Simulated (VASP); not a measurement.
# Co (Im-3m) in VASP: notebook, part 2 of 3

VASP 6.6.1. Earlier steps stand in the parts before.

### 3 Single point, PBE, collinear spin, ferromagnetic start (12.00 Å³/atom)

This run uses another cell than the first one, of 12.00 Å³/atom.

Contents of INCAR:

```
ALGO = Normal ; EDIFF = 1E-6
ENCUT = 520 ; GGA = PE
ISIF = 2 ; ISMEAR = -1
ISPIN = 2 ; LASPH = True
LCHARG = True ; LELF = True
LMAXMIX = 4 ; LORBIT = 11
LREAL = False ; LVHAR = True
LWAVE = False ; MAGMOM = 1.826
NBANDS = 14 ; NELM = 150
PREC = Accurate ; SIGMA = 0.05
```

Contents of KPOINTS:

```
k-points
0
Gamma
  18 18 18
```

Contents of POSCAR:

```
Co
1.0
   -1.4423673110      1.4423673110      1.4423673110
    1.4423673110     -1.4423673110      1.4423673110
    1.4423673110      1.4423673110     -1.4423673110
Co
1
Direct
    0.0000000000      0.0000000000      0.0000000000
```

Potentials or basis: VASP PAW PBE potentials, release 64 (Co).

On the command line:

```sh
> cat potpaw_PBE.64/Co/POTCAR > POTCAR
> mpirun -np 1 vasp_std > vasp.out
```

OUTCAR:

```text
EDIFF = 1E-6
   ENCUT = 520
   GGA = PE
   ISIF = 2
   ISMEAR = -1
   ISPIN = 2
   LASPH = True
   LORBIT = 11
   LREAL = False
   NELM = 150
   PREC = Accurate

 ion  position               nearest neighbor table
   1  0.000  0.000  0.000-

  LATTYP: Found a body centered cubic cell.
 ALAT       =     2.8847346220

  Lattice vectors:

 A1 = (  -1.4423673110,   1.4423673110,   1.4423673110)
 A2 = (   1.4423673110,  -1.4423673110,   1.4423673110)
 A3 = (   1.4423673110,   1.4423673110,  -1.4423673110)

Analysis of symmetry for initial positions (statically):
=====================================================================
 Subroutine PRICEL returns:
 Original cell was already a primitive cell.

 Routine SETGRP: Setting up the symmetry group for a
 body centered cubic supercell.

 Subroutine GETGRP returns: Found 48 space group operations
 (whereof 48 operations were pure point group operations)
 out of a pool of 48 trial point group operations.

The static configuration has the point symmetry O_h .

Analysis of symmetry for dynamics (positions and initial velocities):
[... 598 lines left out ...]
      6       9.5871      0.00088
      7      33.3262      0.00000
      8      33.3262      0.00000
      9      33.3262      0.00000
     10      38.2354      0.00000
     11      38.2354      0.00000
     12      39.9311      0.00000
     13      39.9311      0.00000
     14      39.9311      0.00000
[... 379 lines left out ...]
      3       8.1223      1.00000
      4       9.4041      0.03318
      5       9.8423      0.00001
      6      11.0365      0.00000
      7      16.6250      0.00000
      8      24.4101      0.00000
      9      27.5156      0.00000
     10      32.9613      0.00000
     11      37.4870      0.00000
     12      40.5066      0.00000
     13      45.9998      0.00000
     14      48.7553      0.00000

 [... further k-points ...]
[... 5 lines left out ...]
  --------------------------------------------------------------------------------------
  -------------------------------------------------------------------------------------
  Total       -0.9976068     -0.9976068     -0.9976068     -0.0000000      0.0000000     -0.0000000
  in kB     -133.1626290   -133.1626290   -133.1626290     -0.0000000      0.0000000     -0.0000000
  external PRESSURE =    -133.1626290 kB  Pullay stress =       0.0000000 kB

 VOLUME and BASIS-vectors are now :
 -----------------------------------------------------------------------------
  energy-cutoff  :      520.00
  volume of cell :       12.00
      direct lattice vectors                 reciprocal lattice vectors
    -1.442367311  1.442367311  1.442367311     0.000000000  0.346652338  0.346652338
     1.442367311 -1.442367311  1.442367311     0.346652338  0.000000000  0.346652338
     1.442367311  1.442367311 -1.442367311     0.346652338  0.346652338  0.000000000

 POSITION                                       TOTAL-FORCE (eV/Angst)
 -----------------------------------------------------------------------------------
      0.00000      0.00000      0.00000         0.000000     -0.000000      0.000000
 -----------------------------------------------------------------------------------
    total drift:                                0.000000     -0.000000      0.000000

  FREE ENERGIE OF THE ION-ELECTRON SYSTEM (eV)
  ---------------------------------------------------
  free  energy   TOTEN  =        -6.9100060227 eV

  energy  without entropy=       -6.8971996327  energy(sigma->0) =       -6.90360283

 total charge

# of ion       s       p       d       tot
------------------------------------------
    1        0.451   0.453   7.182   8.087

 magnetization (x)

# of ion       s       p       d       tot
------------------------------------------
    1       -0.003  -0.043   1.891   1.845
```

OSZICAR:

```text
N       E                     dE             d eps       ncg     rms          rms(c)
DAV:   1     0.279919247693E+02    0.27992E+02   -0.38106E+03 11250   0.746E+02
DAV:   2    -0.663140608461E+01   -0.34623E+02   -0.32184E+02 12018   0.145E+02
DAV:   3    -0.788987951199E+01   -0.12585E+01   -0.12487E+01 13844   0.287E+01
DAV:   4    -0.789962258884E+01   -0.97431E-02   -0.97406E-02 13174   0.237E+00
DAV:   5    -0.789979784584E+01   -0.17526E-03   -0.17525E-03 14584   0.294E-01    0.986E+00
DAV:   6    -0.714856927735E+01    0.75123E+00   -0.13222E+01 15354   0.406E+01    0.538E+00
DAV:   7    -0.692460287368E+01    0.22397E+00   -0.17607E+00 13702   0.135E+01    0.264E+00
DAV:   8    -0.691677209157E+01    0.78308E-02   -0.18923E-02 14368   0.999E-01    0.130E+00
DAV:   9    -0.690975969136E+01    0.70124E-02   -0.11625E-02 16038   0.841E-01    0.336E-01
DAV:  10    -0.690999142705E+01   -0.23174E-03   -0.80210E-04 15664   0.234E-01    0.477E-02
DAV:  11    -0.691000100051E+01   -0.95735E-05   -0.18541E-04 16334   0.120E-01    0.541E-02
DAV:  12    -0.691000345159E+01   -0.24511E-05   -0.30344E-06 11256   0.163E-02    0.314E-02
DAV:  13    -0.691000572069E+01   -0.22691E-05   -0.49215E-06 11720   0.155E-02    0.420E-03
DAV:  14    -0.691000602272E+01   -0.30203E-06   -0.10298E-07  7332   0.283E-03
   1 F= -.69100060E+01 E0= -.69036028E+01  d E =-.128064E-01  mag=     1.8115
```

It took 2.3 min on 1 thread of Intel Xeon 8259CL, shared host; peak memory 0.17 GiB.

Results:

| Property | Result |
| --- | --- |
| Free energy | -6.9100 eV |
| Pressure | -13.3 GPa |
| Net moment | 1.81 μB per cell |
| Site moments | Co +1.84 μB |
| Valence electrons inside the program's atomic spheres | Co 8.09 |

Caveat: the cell stands under tension.

(Continued in part 3 of 3.)
